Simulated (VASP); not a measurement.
Here is a VASP 6.6.1 calculation.

Contents of INCAR:

```
SYSTEM = Nb
ALGO = Normal ; EDIFF = 1E-7
ENCUT = 520 ; ISIF = 2
ISMEAR = -1 ; LASPH = .TRUE.
LCHARG = .FALSE. ; LREAL = .FALSE.
LWAVE = .FALSE. ; NBANDS = 12
NELM = 100 ; PREC = Accurate
SIGMA = 0.05
```

The input KPOINTS:

```
k-points
0
G
  11 11 11
  0 0 0
```

File POSCAR:

```
Nb
1.0
    0.0000000000      2.0680100627      2.0680100627
    2.0680100627      0.0000000000      2.0680100627
    2.0680100627      2.0680100627      0.0000000000
Nb
1
Direct
    0.0000000000      0.0000000000      0.0000000000
```

Potentials or basis: VASP PAW LDA potentials, release 64 (Nb_sv).

Run with:

```console
$ cat potpaw_LDA.64/Nb_sv/POTCAR > POTCAR
$ mpirun -np 1 vasp_std > vasp.out
```

(1) Predict the pressure.

Results:

(1) -0.2 GPa.
